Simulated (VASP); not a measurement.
# Si16O (a cell with a defect) in VASP: single point with LDA

Aim: the single point of Si16O (a cell with a defect) with LDA.

Everything below comes from runs of VASP 6.6.1. Logs are shortened: lines on timing, memory, paths and dates and some standing lists are left out, and cuts for length are marked.

### Step 1. The cell of the first run

The cell holds a defect, 17 atoms: a = 7.679 Å, b = 7.679 Å, c = 7.679 Å, α = 60.00°, β = 60.00°, γ = 60.00°.

### Step 2. Single point, LDA, collinear spin, ferromagnetic start

File INCAR:

```
SYSTEM = Si16O
PREC = Accurate ; ENCUT = 520
EDIFF = 1E-6 ; ISMEAR = -1
SIGMA = 0.05 ; LREAL = Auto
LASPH = .True. ; NELM = 150
ALGO = Normal ; ISIF = 2
LWAVE = .False. ; LCHARG = .False.
ISPIN = 2 ; MAGMOM = 0 0 0 0 0 0 0 0 0 0 0 0 0 0 0 0 1
LORBIT = 11 ; NBANDS = 53
```

File KPOINTS:

```
Automatic mesh
0
Gamma
  2 2 2
  0 0 0
```

File POSCAR:

```
Si16O
1.0
    0.0000000000      5.4300000000      5.4300000000
    5.4300000000      0.0000000000      5.4300000000
    5.4300000000      5.4300000000      0.0000000000
Si O
16 1
Direct
    0.0160681400      0.0250552486     -0.0814088398
    0.0894935543      0.0845580110      0.1497513812
   -0.0580847145      0.0349355433      0.5006261510
    0.1156998158      0.1630478821      0.5620718232
   -0.0314825046      0.5830662983      0.0448158379
    0.1459944751      0.6874125230      0.1249447514
   -0.0441988950      0.5446961326      0.4893001842
    0.0580478821      0.6409023941      0.6601657459
    0.4877163904     -0.0293001842      0.0262799263
    0.6497237569      0.1579373849      0.0299815838
    0.4818968692      0.0576611418      0.4052117864
    0.5762615101      0.1149355433      0.6474217311
    0.5815101289      0.4730755064      0.0227440147
    0.5987753223      0.6224401473      0.2046132597
    0.4150644567      0.5201289134      0.5581031308
    0.5958471455      0.6630110497      0.6465285451
    1.0492081031      0.3352670350      0.0566482505
```

Potentials or basis: VASP PAW LDA potentials, release 64 (Si, O).

Launch:

```
cat potpaw_LDA.64/Si/POTCAR potpaw_LDA.64/O/POTCAR > POTCAR
mpirun -np 1 vasp_std > vasp.out
```

OUTCAR:

```text
SYSTEM = Si16O
   PREC = Accurate
   ENCUT = 520
   EDIFF = 1E-6
   ISMEAR = -1
   LREAL = Auto
   LASPH = .True.
   NELM = 150
   ISIF = 2
   ISPIN = 2
   LORBIT = 11

 ion  position               nearest neighbor table
   1  0.016  0.025  0.919-   4 2.24   6 2.26  10 2.30   2 2.40
   2  0.089  0.085  0.150-  17 1.60   3 2.25   1 2.40   9 2.50   6 2.95
   3  0.942  0.035  0.501-   2 2.25  12 2.31   4 2.32   8 2.48
   4  0.116  0.163  0.562-   1 2.24  11 2.31   3 2.32   7 2.42
   5  0.969  0.583  0.045-  17 1.65   6 2.30  14 2.38   8 2.52
   6  0.146  0.687  0.125-   1 2.26   5 2.30   7 2.37  13 2.77   2 2.95
   7  0.956  0.545  0.489-  16 2.27   8 2.34   6 2.37   4 2.42
   8  0.058  0.641  0.660-  15 2.24   7 2.34   3 2.48   5 2.52
   9  0.488  0.971  0.026-  14 2.23  10 2.34  12 2.39   2 2.50
  10  0.650  0.158  0.030-  13 2.18   1 2.30   9 2.34  11 2.37
  11  0.482  0.058  0.405-   4 2.31  10 2.37  12 2.58  16 2.60
  12  0.576  0.115  0.647-   3 2.31   9 2.39  15 2.56  11 2.58
  13  0.582  0.473  0.023-  10 2.18  14 2.29  16 2.47   6 2.77
  14  0.599  0.622  0.205-   9 2.23  15 2.26  13 2.29   5 2.38
  15  0.415  0.520  0.558-   8 2.24  14 2.26  12 2.56  16 2.61
  16  0.596  0.663  0.647-   7 2.27  13 2.47  11 2.60  15 2.61
  17  0.049  0.335  0.057-   2 1.60   5 1.65

  LATTYP: Found a face centered cubic cell.
 ALAT       =    10.8600000000

  Lattice vectors:

 A1 = (   0.0000000000,   5.4300000000,   5.4300000000)
 A2 = (   5.4300000000,   0.0000000000,   5.4300000000)
 A3 = (   5.4300000000,   5.4300000000,   0.0000000000)

Analysis of symmetry for initial positions (statically):
=====================================================================
 Subroutine PRICEL returns:
 Original cell was already a primitive cell.

 Routine SETGRP: Setting up the symmetry group for a
 face centered cubic supercell.

 Subroutine GETGRP returns: Found  1 space group operations
 (whereof  1 operations were pure point group operations)
 out of a pool of 48 trial point group operations.

The static configuration has the point symmetry C_1 .

Analysis of symmetry for dynamics (positions and initial velocities):
=====================================================================
 Subroutine PRICEL returns:
 Original cell was already a primitive cell.

 Routine SETGRP: Setting up the symmetry group for a
 face centered cubic supercell.

 Subroutine GETGRP returns: Found  1 space group operations
 (whereof  1 operations were pure point group operations)
 out of a pool of 48 trial point group operations.

The dynamic configuration has the point symmetry C_1 .

Analysis of structural, dynamic, and magnetic symmetry:
=====================================================================
 Subroutine PRICEL returns:
 Original cell was already a primitive cell.

 Routine SETGRP: Setting up the symmetry group for a
 face centered cubic supercell.

 Subroutine GETGRP returns: Found  1 space group operations
 (whereof  1 operations were pure point group operations)
 out of a pool of 48 trial point group operations.

The overall configuration has the point symmetry C_1 .

 Subroutine INISYM returns: Found  1 space group operations
 (whereof  1 operations are pure point group operations),
 and found     1 'primitive' translations

----------------------------------------------------------------------------------------

                                     Primitive cell

  volume of cell :     320.2060

  direct lattice vectors                    reciprocal lattice vectors
     0.000000000  5.430000000  5.430000000    -0.092081031  0.092081031  0.092081031
     5.430000000  0.000000000  5.430000000     0.092081031 -0.092081031  0.092081031
     5.430000000  5.430000000  0.000000000     0.092081031  0.092081031 -0.092081031

  length of vectors
     7.679179644  7.679179644  7.679179644     0.159489025  0.159489025  0.159489025

  position of ions in fractional coordinates (direct lattice)
     0.016068140  0.025055249  0.918591160
     0.089493554  0.084558011  0.149751381
     0.941915286  0.034935543  0.500626151
     0.115699816  0.163047882  0.562071823
     0.968517495  0.583066298  0.044815838
     0.145994475  0.687412523  0.124944751
[... 9 lines left out ...]
     0.595847146  0.663011050  0.646528545
     0.049208103  0.335267035  0.056648250

  ion indices of the primitive-cell ions
[... 57 lines left out ...]
   total plane-waves  NPLWV = 216000
   dimension x,y,z NGX =    60 NGY =   60 NGZ =   60
   dimension x,y,z NGXF=   120 NGYF=  120 NGZF=  120
   ions per type =              16   1
   NGX,Y,Z   is equivalent  to a cutoff of  12.99, 12.99, 12.99 a.u.
   NGXF,Y,Z  is equivalent  to a cutoff of  25.98, 25.98, 25.98 a.u.
 SYSTEM =  Si16O
   PREC   = accura    normal or accurate (medium, high low for compatibility)
   ISTART =      0    job   : 0-new  1-cont  2-samecut
   ICHARG =      2    charge: 1-file 2-atom 10-const
   ISPIN  =      2    spin polarized calculation?
   LNONCOLLINEAR =      F non collinear calculations
   LSORBIT =      F    spin-orbit coupling
   LASPH  =      T    aspherical Exc in radial PAW
   ENCUT  =  520.0 eV  38.22 Ry    6.18 a.u.  14.28 14.28 14.28*2*pi/ulx,y,z
   NELM   =    150;   NELMIN=  2; NELMDL= -5     # of ELM steps
   EDIFF  = 0.1E-05   stopping-criterion for ELM
   LREAL  =      T    real-space projection
   EDIFFG = 0.1E-04   stopping-criterion for IOM
   NSW    =      0    number of steps for IOM
[... 5 lines left out ...]
   TEBEG  =    0.0;   TEEND  =   0.0 temperature during run
   PSTRESS=    0.0 pullay stress
   NELECT =      70.0000    total number of electrons
   NUPDOWN=      -1.0000    fix difference up-down
   EMIN   =  10.00;   EMAX   =-10.00  energy-range for DOS
   EFERMI =   0.00;   METHOD = LEGACY
   ISMEAR =    -1;   SIGMA  =   0.05  broadening in eV -4-tet -1-fermi 0-gaus
   EFERMI_NEDOS =   21; number of points for ismear=-14 and -15
   IALGO  =     38    algorithm
   IMIX   =      4    mixing-type and parameters
     AMIX     =   0.40;   BMIX     =  1.00
     AMIX_MAG =   1.60;   BMIX_MAG =  1.00
  volume/ion in A,a.u.               =      18.84       127.11
  Fermi-wavevector in a.u.,A,eV,Ry     =   0.986199  1.863645 13.232857  0.972588
  Thomas-Fermi vector in A             =   2.117562
   LORBIT       =     11    0 simple, 1 ext, 2 COOP (PROOUT), +10 PAW based schemes
   GGA     = CA    functional components
   LHFCALC =     F    Hartree Fock is set to
   AEXX    =    0.0000 exact exchange contribution
   IVDW    =     0    specifies the selected vdW correction
   LEPSILON=     F    determine dielectric tensor
   LRPA    =     F    only Hartree local field effects (RPA)
 spin polarized calculation
  energy-cutoff  :      520.00
  volume of cell :      320.21
 maximum number of plane-waves:      8646
 NGX is ok and might be reduce to    60
   NGX = 29   NGY = 29   NGZ = 29

 number of electron      69.9999998 magnetization       0.0002998

 number of electron      69.9999998 magnetization      -0.0000528

 Free energy of the ion-electron system (eV)
  ---------------------------------------------------
  ext. energy  EPLUGINS =         0.00000000
  ---------------------------------------------------
  free energy    TOTEN  =       -98.12788650 eV

  energy without entropy =      -98.08149376  energy(sigma->0) =      -98.10469013

 E-fermi :   6.0361     XC(G=0):  -9.7855

 val. band max:        6.0167621533   @ k =   0.0000   0.0000   0.5000
 cond. band min:       6.0440040839   @ k =   0.5000   0.5000   0.5000
 fundamental gap:      0.0272419306
 Fermi energy:         6.0361095325

 spin component 1

 k-point     1 :       0.0000    0.0000    0.0000
  band No.  band energies     occupation
      1     -14.3284      1.00000
      2      -6.0027      1.00000
      3      -4.7733      1.00000
      4      -4.0147      1.00000
      5      -3.8007      1.00000
      6      -3.3138      1.00000
[... 389 lines left out ...]
     46       9.5888      0.00000
     47       9.9375      0.00000
 Fermi energy:         6.0361095325

 spin component 2

 k-point     1 :       0.0000    0.0000    0.0000
  band No.  band energies     occupation
      1     -14.3283      1.00000
      2      -6.0027      1.00000
      3      -4.7734      1.00000
      4      -4.0147      1.00000
      5      -3.8007      1.00000
      6      -3.3138      1.00000
[... 389 lines left out ...]
     46       9.5888      0.00000
     47       9.9375      0.00000
 [bands above 47 left out]

------------------------ aborting loop because EDIFF is reached ----------------------------------------

  FORCE on cell =-STRESS in cart. coord.  units (eV):
  Direction    XX          YY          ZZ          XY          YZ          ZX
  --------------------------------------------------------------------------------------
  -------------------------------------------------------------------------------------
  Total        1.5547988     -0.7014300      1.0963404     -3.9736801     -3.6817988     -0.1532095
  in kB        7.7795644     -3.5096633      5.4856302    -19.8826376    -18.4221854     -0.7665963
  external PRESSURE =       3.2518438 kB  Pullay stress =       0.0000000 kB

 VOLUME and BASIS-vectors are now :
 -----------------------------------------------------------------------------
  energy-cutoff  :      520.00
  volume of cell :      320.21
      direct lattice vectors                 reciprocal lattice vectors
     0.000000000  5.430000000  5.430000000    -0.092081031  0.092081031  0.092081031
     5.430000000  0.000000000  5.430000000     0.092081031 -0.092081031  0.092081031
     5.430000000  5.430000000  0.000000000     0.092081031  0.092081031 -0.092081031

 POSITION                                       TOTAL-FORCE (eV/Angst)
 -----------------------------------------------------------------------------------
      5.12400      5.07520      0.22330         1.193631      0.724861     -0.177443
      1.27230      1.29910      0.94510        -1.691227      0.013370      0.702570
      2.90810      7.83300      5.30430        -0.555383      0.879589     -1.387076
      3.93740      3.68030      1.51360         0.007148     -0.931555      0.750570
      3.40940      5.50240      8.42510        -1.287116     -0.996778     -0.638692
      4.41110      1.47120      4.52540        -1.138692      1.475546     -0.261893
[... 9 lines left out ...]
      7.11080      6.74610      6.83560         0.114892     -1.263326     -0.722942
      2.12810      0.57480      2.08770         0.543483      0.126606      1.215065
 -----------------------------------------------------------------------------------
    total drift:                                0.001803     -0.002429      0.003390

  FREE ENERGIE OF THE ION-ELECTRON SYSTEM (eV)
  ---------------------------------------------------
  free  energy   TOTEN  =       -98.1278864963 eV

  energy  without entropy=      -98.0814937616  energy(sigma->0) =      -98.10469013

 total charge

# of ion       s       p       d       tot
------------------------------------------
    1        0.761   0.990   0.000   1.751
    2        0.755   0.932   0.000   1.687
    3        0.764   0.968   0.000   1.732
    4        0.754   0.958   0.000   1.712
    5        0.764   0.881   0.000   1.645
    6        0.776   0.915   0.000   1.691
[... 9 lines left out ...]
   16        0.777   0.844   0.000   1.621
   17        1.558   3.648   0.000   5.206
--------------------------------------------------
tot         13.844  18.373   0.000  32.216

 magnetization (x)

# of ion       s       p       d       tot
------------------------------------------
    1        0.000   0.000   0.000   0.000
    2       -0.000  -0.000   0.000  -0.000
    3        0.000   0.000   0.000   0.000
    4        0.000   0.000   0.000   0.000
    5       -0.000  -0.000   0.000  -0.000
    6        0.000   0.000   0.000   0.000
[... 9 lines left out ...]
   16       -0.000  -0.000   0.000  -0.000
   17        0.000   0.000   0.000   0.000
--------------------------------------------------
tot          0.000   0.000   0.000   0.000
```

Run time: 9.9 min. Hardware: 1 thread of Oxide Virtual Turin-like, shared host; peak memory 0.45 GiB.

What came out:

```
Free energy                                           : -98.1279 eV
Pressure                                              : 0.3 GPa
Largest force                                         : 3.276 eV/Å
Band gap on the k mesh                                : 0.03 eV
Net moment                                            : 0.00 μB per cell
Valence electrons inside the program's atomic spheres : Si 1.75, 1.69, 1.73, 1.71, 1.65, 1.70, 1.64, 1.63, 1.67, 1.68, 1.62 (each value once); O 5.21
```

Forces in eV/Å, atoms in the order of the input:
```
Si   1.194  0.725 -0.177
Si  -1.691  0.013  0.703
Si  -0.555  0.880 -1.387
Si   0.007 -0.932  0.751
Si  -1.287 -0.997 -0.639
Si  -1.139  1.476 -0.262
Si  -0.520  0.567  0.148
Si   2.042 -0.536  0.683
Si   0.541 -2.109 -0.261
Si  -0.679  0.898 -1.590
Si   0.417  2.186 -0.343
Si   0.354 -1.292  0.294
Si   1.336 -2.911  0.687
Si  -0.429  0.870  0.649
Si  -0.250  2.298  0.253
Si   0.115 -1.263 -0.723
O    0.543  0.127  1.215
```

Levels at points of the mesh, in eV from the valence-band top:
Spin up:
```csv
k point,band 33,band 34,band 35,band 36,band 37,band 38
"(0.00, 0.00, 0.00)",-0.42,-0.29,-0.04,0.06,0.14,0.43
"(0.50, 0.00, 0.00)",-0.86,-0.79,-0.42,0.41,0.58,0.82
"(0.00, 0.50, 0.00)",-0.73,-0.25,-0.15,0.49,0.73,0.98
"(0.00, 0.00, 0.50)",-0.80,-0.72,0.00,0.62,0.71,0.84
"(0.50, 0.50, 0.50)",-0.90,-0.58,-0.49,0.03,0.95,1.03
"(0.50, 0.50, 0.00)",-1.03,-0.91,-0.10,0.62,1.14,1.28
"(0.00, 0.50, 0.50)",-1.25,-0.90,-0.10,0.88,0.94,1.34
"(0.50, 0.00, 0.50)",-0.92,-0.67,-0.17,0.62,1.22,1.44
```
Spin down:
```tsv
k point	band 33	band 34	band 35	band 36	band 37	band 38
(0.00, 0.00, 0.00)	-0.42	-0.29	-0.04	0.06	0.14	0.43
(0.50, 0.00, 0.00)	-0.86	-0.79	-0.42	0.41	0.58	0.82
(0.00, 0.50, 0.00)	-0.73	-0.25	-0.15	0.49	0.73	0.98
(0.00, 0.00, 0.50)	-0.80	-0.72	0.00	0.62	0.71	0.84
(0.50, 0.50, 0.50)	-0.90	-0.58	-0.49	0.03	0.95	1.03
(0.50, 0.50, 0.00)	-1.03	-0.91	-0.10	0.62	1.14	1.28
(0.00, 0.50, 0.50)	-1.25	-0.90	-0.10	0.88	0.94	1.34
(0.50, 0.00, 0.50)	-0.92	-0.67	-0.17	0.62	1.22	1.44
```

Caveat: the k points lie up to 0.50 Å⁻¹ apart; the atoms stand as in a frame of molecular dynamics; semilocal functionals underestimate gaps, and a narrow one can read as zero.
